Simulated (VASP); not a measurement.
# H16CO7 in VASP: notebook

The runs below take H16CO7 through single point, with PBE+D3(BJ).

Everything below comes from runs of VASP 6.6.1. Logs are shortened: lines on timing, memory, paths and dates and some standing lists are left out, and cuts for length are marked.

### Step 1. The cell of the first run

The cell holds an amorphous packing of atoms, 24 atoms: a = 6.477 Å, b = 6.477 Å, c = 6.477 Å, α = 90.00°, β = 90.00°, γ = 90.00°.

### Step 2. Single point, PBE+D3(BJ)

INCAR

```
ALGO = Normal
EDIFF = 1E-6
ENCUT = 520
GGA = PE
ISIF = 2
ISMEAR = -1
IVDW = 12
LASPH = True
LCHARG = True
LELF = True
LREAL = Auto
LVHAR = True
LWAVE = False
NBANDS = 49
NELM = 80
PREC = Accurate
SIGMA = 0.02
```

KPOINTS

```
k-points
0
Gamma
  1 1 1
```

POSCAR

```
H16CO7
1.0
    6.4768410000      0.0000000000      0.0000000000
    0.0000000000      6.4768410000      0.0000000000
    0.0000000000      0.0000000000      6.4768410000
O H C
7 16 1
Direct
    0.2626897897      1.1332839574      0.9117098907
    0.9644825309      0.2839964730      0.1585186359
    0.7297384636      0.5635308942      0.8511556791
    0.0820770496      0.7932262039      0.7381067406
    0.6244247774      0.4114042633      0.4362620605
    0.2025678876      0.5025598127      0.4676508193
    0.8206315394      0.7782034483      0.3667528661
    0.2321347706      0.9922738570      0.8555096535
    0.3392548929      1.1954130108      0.8101480336
    0.8700229016      0.3558524904      0.0575434845
    1.0601464510      0.2180383925      0.0589176112
    0.8701772979      0.6309094202      0.8158915743
    0.7031051094      0.5237584186      0.7123225659
    0.0057126615      0.8618862189      0.6319901940
    0.1623939819      0.6929303962      0.6515213203
    0.6889315331      0.5389973291      0.3935251769
    0.7375817933      0.3052259581      0.4092427157
    0.1045108256      0.4542029054      0.3586007438
    0.3377881285      0.4519332804      0.4391955893
    0.5700464161      0.9119723643      0.4523038315
    0.8981384598      0.7327337509      0.2440232823
    0.6682269952      1.0466985371      0.2389590851
    0.5286836592      0.7895670127      0.2109516043
    0.6369771930      0.8864969821      0.3070478340
```

Potentials or basis: VASP PAW PBE potentials, release 64 (O, H, C).

Run with:

```
> cat potpaw_PBE.64/O/POTCAR potpaw_PBE.64/H/POTCAR potpaw_PBE.64/C/POTCAR > POTCAR
> mpirun -np 1 vasp_gam > vasp.out
```

OUTCAR:

```text
EDIFF = 1E-6
   ENCUT = 520
   GGA = PE
   ISIF = 2
   ISMEAR = -1
   IVDW = 12
   LASPH = True
   LREAL = Auto
   NELM = 80
   PREC = Accurate
 IVDW          = 12

 ion  position               nearest neighbor table
   1  0.263  0.133  0.912-   9 0.92   8 1.00
   2  0.964  0.284  0.159-  11 0.99  10 1.01
   3  0.730  0.564  0.851-  13 0.95  12 1.03
   4  0.082  0.793  0.738-  14 0.96  15 1.00
   5  0.624  0.411  0.436-  16 0.97  17 1.02
   6  0.203  0.503  0.468-  19 0.95  18 1.00
   7  0.821  0.778  0.367-  21 0.99  24 1.43
   8  0.232  0.992  0.856-   1 1.00
   9  0.339  0.195  0.810-   1 0.92
  10  0.870  0.356  0.058-   2 1.01
  11  0.060  0.218  0.059-   2 0.99
  12  0.870  0.631  0.816-   3 1.03
  13  0.703  0.524  0.712-   3 0.95
[... 8 lines left out ...]
  22  0.668  0.047  0.239-  24 1.15
  23  0.529  0.790  0.211-  24 1.13
  24  0.637  0.886  0.307-  20 1.05  23 1.13  22 1.15   7 1.43

  LATTYP: Found a simple cubic cell.
 ALAT       =     6.4768410000

  Lattice vectors:

 A1 = (   6.4768410000,   0.0000000000,   0.0000000000)
 A2 = (   0.0000000000,   6.4768410000,   0.0000000000)
 A3 = (   0.0000000000,   0.0000000000,   6.4768410000)

Analysis of symmetry for initial positions (statically):
=====================================================================
 Subroutine PRICEL returns:
 Original cell was already a primitive cell.

 Routine SETGRP: Setting up the symmetry group for a
 simple cubic supercell.

 Subroutine GETGRP returns: Found  1 space group operations
 (whereof  1 operations were pure point group operations)
 out of a pool of 48 trial point group operations.

The static configuration has the point symmetry C_1 .

Analysis of symmetry for dynamics (positions and initial velocities):
=====================================================================
 Subroutine PRICEL returns:
 Original cell was already a primitive cell.

 Routine SETGRP: Setting up the symmetry group for a
 simple cubic supercell.

 Subroutine GETGRP returns: Found  1 space group operations
 (whereof  1 operations were pure point group operations)
 out of a pool of 48 trial point group operations.

The dynamic configuration has the point symmetry C_1 .

 Subroutine INISYM returns: Found  1 space group operations
 (whereof  1 operations are pure point group operations),
 and found     1 'primitive' translations

----------------------------------------------------------------------------------------

                                     Primitive cell

  volume of cell :     271.7000

  direct lattice vectors                    reciprocal lattice vectors
     6.476841000  0.000000000  0.000000000     0.154396256  0.000000000  0.000000000
     0.000000000  6.476841000  0.000000000     0.000000000  0.154396256  0.000000000
     0.000000000  0.000000000  6.476841000     0.000000000  0.000000000  0.154396256

  length of vectors
     6.476841000  6.476841000  6.476841000     0.154396256  0.154396256  0.154396256

  position of ions in fractional coordinates (direct lattice)
     0.262689790  0.133283957  0.911709891
     0.964482531  0.283996473  0.158518636
     0.729738464  0.563530894  0.851155679
     0.082077050  0.793226204  0.738106741
     0.624424777  0.411404263  0.436262060
     0.202567888  0.502559813  0.467650819
[... 16 lines left out ...]
     0.528683659  0.789567013  0.210951604
     0.636977193  0.886496982  0.307047834

  ion indices of the primitive-cell ions
   primitive index   ion index
                 1           1
                 2           2
                 3           3
                 4           4
                 5           5
                 6           6
[... 16 lines left out ...]
                23          23
                24          24

----------------------------------------------------------------------------------------

 KPOINTS: k-points

Automatic generation of k-mesh.
 Grid dimensions read from file:
 generate k-points for:    1    1    1

 Generating k-lattice:

  Cartesian coordinates                     Fractional coordinates (reciprocal lattice)
     0.154396256  0.000000000  0.000000000     1.000000000  0.000000000  0.000000000
     0.000000000  0.154396256  0.000000000     0.000000000  1.000000000  0.000000000
     0.000000000  0.000000000  0.154396256     0.000000000  0.000000000  1.000000000

  Length of vectors
     0.154396256  0.154396256  0.154396256

  Shift w.r.t. Gamma in fractional coordinates (k-lattice)
     0.000000000  0.000000000  0.000000000

 Subroutine IBZKPT returns following result:
 ===========================================

 Found      1 irreducible k-points:

 Following reciprocal coordinates:
            Coordinates               Weight
  0.000000  0.000000  0.000000      1.000000
   k-points           NKPTS =      1   k-points in BZ     NKDIM =      1   number of bands    NBANDS=     49
   number of dos      NEDOS =    301   number of ions     NIONS =     24
   total plane-waves  NPLWV = 110592
   dimension x,y,z NGX =    48 NGY =   48 NGZ =   48
   dimension x,y,z NGXF=    96 NGYF=   96 NGZF=   96
   ions per type =               7  16   1
   NGX,Y,Z   is equivalent  to a cutoff of  12.32, 12.32, 12.32 a.u.
   NGXF,Y,Z  is equivalent  to a cutoff of  24.64, 24.64, 24.64 a.u.
 SYSTEM =  unknown system
   PREC   = accura    normal or accurate (medium, high low for compatibility)
   ISTART =      0    job   : 0-new  1-cont  2-samecut
   ICHARG =      2    charge: 1-file 2-atom 10-const
   ISPIN  =      1    spin polarized calculation?
   LNONCOLLINEAR =      F non collinear calculations
   LSORBIT =      F    spin-orbit coupling
   LASPH  =      T    aspherical Exc in radial PAW
   ENCUT  =  520.0 eV  38.22 Ry    6.18 a.u.  12.04 12.04 12.04*2*pi/ulx,y,z
   NELM   =     80;   NELMIN=  2; NELMDL= -5     # of ELM steps
   EDIFF  = 0.1E-05   stopping-criterion for ELM
   LREAL  =      T    real-space projection
   EDIFFG = 0.1E-04   stopping-criterion for IOM
   NSW    =      0    number of steps for IOM
   IBRION =     -1    ionic relax: 0-MD 1-quasi-New 2-CG
   NFREE  =      0    steps in history (QN), initial steepest desc. (CG)
   ISIF   =      2    stress and relaxation
   ISYM   =      2    0-nonsym 1-usesym 2-fastsym
   POTIM  = 0.5000    time-step for ionic-motion
   TEBEG  =    0.0;   TEEND  =   0.0 temperature during run
   PSTRESS=    0.0 pullay stress
   NELECT =      62.0000    total number of electrons
   NUPDOWN=      -1.0000    fix difference up-down
   EMIN   =  10.00;   EMAX   =-10.00  energy-range for DOS
   EFERMI =   0.00;   METHOD = LEGACY
   ISMEAR =    -1;   SIGMA  =   0.02  broadening in eV -4-tet -1-fermi 0-gaus
   EFERMI_NEDOS =   21; number of points for ismear=-14 and -15
   IALGO  =     38    algorithm
   IMIX   =      4    mixing-type and parameters
     AMIX     =   0.40;   BMIX     =  1.00
     AMIX_MAG =   1.60;   BMIX_MAG =  1.00
  volume/ion in A,a.u.               =      11.32        76.40
  Fermi-wavevector in a.u.,A,eV,Ry     =   1.000404  1.890490 13.616826  1.000808
  Thomas-Fermi vector in A             =   2.132758
   LORBIT       =      0    0 simple, 1 ext, 2 COOP (PROOUT), +10 PAW based schemes
   GGA     = PE    functional components
   LHFCALC =     F    Hartree Fock is set to
   AEXX    =    0.0000 exact exchange contribution
   IVDW    =    12    specifies the selected vdW correction
   LEPSILON=     F    determine dielectric tensor
   LRPA    =     F    only Hartree local field effects (RPA)
 non-spin polarized calculation
  energy-cutoff  :      520.00
  volume of cell :      271.70
 maximum number of plane-waves:      3625
   NGX = 25   NGY = 25   NGZ = 25

 number of electron      61.9999994 magnetization

 Free energy of the ion-electron system (eV)
  ---------------------------------------------------
  ext. energy  EPLUGINS =         0.00000000
  ---------------------------------------------------
  free energy    TOTEN  =      -117.62361605 eV

  energy without entropy =     -117.62361605  energy(sigma->0) =     -117.62361605

 E-fermi :  -3.5264     XC(G=0):  -6.3041

 val. band max:       -4.0177491307   @ k =   0.0000   0.0000   0.0000
 cond. band min:       0.8214689633   @ k =   0.0000   0.0000   0.0000
 fundamental gap:      4.8392180940
 Fermi energy:        -3.5263531493

 k-point     1 :       0.0000    0.0000    0.0000
  band No.  band energies     occupation
      1     -23.5741      2.00000
      2     -22.9438      2.00000
      3     -22.5347      2.00000
      4     -22.5080      2.00000
      5     -22.0928      2.00000
      6     -21.9308      2.00000
[... 35 lines left out ...]
     42       6.2487      0.00000
     43       6.6021      0.00000
 [bands above 43 left out]

------------------------ aborting loop because EDIFF is reached ----------------------------------------

 Edisp (eV)   -0.73265

 E8    (eV) :    -0.1516

  FORCE on cell =-STRESS in cart. coord.  units (eV):
  Direction    XX          YY          ZZ          XY          YZ          ZX
  --------------------------------------------------------------------------------------
  -------------------------------------------------------------------------------------
  Total       0.03133    -0.55552     1.54457     0.09445    -0.97633    -2.40087
  in kB       0.18474    -3.27585     9.10813     0.55697    -5.75731   -14.15762
  external pressure =        2.01 kB  Pullay stress =        0.00 kB

 VOLUME and BASIS-vectors are now :
 -----------------------------------------------------------------------------
  energy-cutoff  :      520.00
  volume of cell :      271.70
      direct lattice vectors                 reciprocal lattice vectors
     6.476841000  0.000000000  0.000000000     0.154396256  0.000000000  0.000000000
     0.000000000  6.476841000  0.000000000     0.000000000  0.154396256  0.000000000
     0.000000000  0.000000000  6.476841000     0.000000000  0.000000000  0.154396256

 POSITION                                       TOTAL-FORCE (eV/Angst)
 -----------------------------------------------------------------------------------
      1.70140      0.86326      5.90500        -1.640911     -2.277243      2.061756
      6.24680      1.83940      1.02670        -1.079633      0.821331     -0.787545
      4.72640      3.64990      5.51280         2.301276      1.062473      0.763813
      0.53160      5.13760      4.78060         0.941780     -0.638872      0.496471
      4.04430      2.66460      2.82560         0.940885     -2.236467      0.220299
      1.31200      3.25500      3.02890        -1.676315      0.544911      0.073209
[... 16 lines left out ...]
      3.42420      5.11390      1.36630         0.700139      0.635339      0.229272
      4.12560      5.74170      1.98870        -0.018765      0.800779     -1.477062
 -----------------------------------------------------------------------------------
    total drift:                               -0.001825      0.003198      0.010983

  FREE ENERGIE OF THE ION-ELECTRON SYSTEM (eV)
  ---------------------------------------------------
  free  energy   TOTEN  =      -118.3562661950 eV

  energy  without entropy=     -118.3562661950  energy(sigma->0) =     -118.35626620
```

It took 20 s on 1 thread of Intel Xeon 6975P-C (Granite Rapids), shared host; peak memory 0.3 GiB.

Results:

| Property | Result |
| --- | --- |
| Free energy | -118.3563 eV |
| Pressure | 0.2 GPa |
| Largest force | 3.483 eV/Å |
| Band gap on the k mesh | 4.84 eV |
| Dispersion energy per atom | -0.031 eV |

Forces on the atoms (eV/Å):
```
O   -1.641 -2.277  2.062
O   -1.080  0.821 -0.788
O    2.301  1.062  0.764
O    0.942 -0.639  0.496
O    0.941 -2.236  0.220
O   -1.676  0.545  0.073
O    0.623 -0.521 -0.840
H   -0.211  0.454  0.205
H    1.740  1.786 -2.265
H    0.328 -0.227  0.694
H    0.629 -0.049  0.171
H   -1.129 -0.225  0.929
H   -1.068 -0.979 -1.318
H   -0.747  0.602 -0.765
H   -0.233 -0.205  0.092
H    0.519  0.856 -0.197
H   -1.412  1.195  0.117
H    0.799 -0.175  0.341
H    1.164 -0.584 -0.474
H   -1.206  0.372  1.444
H   -0.190  0.415  0.239
H   -0.073 -1.427  0.047
H    0.700  0.635  0.229
C   -0.019  0.801 -1.477
```

Stress tensor (GPa, compression positive):
```
 0.02  0.06 -1.42
 0.06 -0.33 -0.58
-1.42 -0.58  0.91
```

Caveat: the k points lie up to 0.97 Å⁻¹ apart.

(Continued in part 2 of 2.)
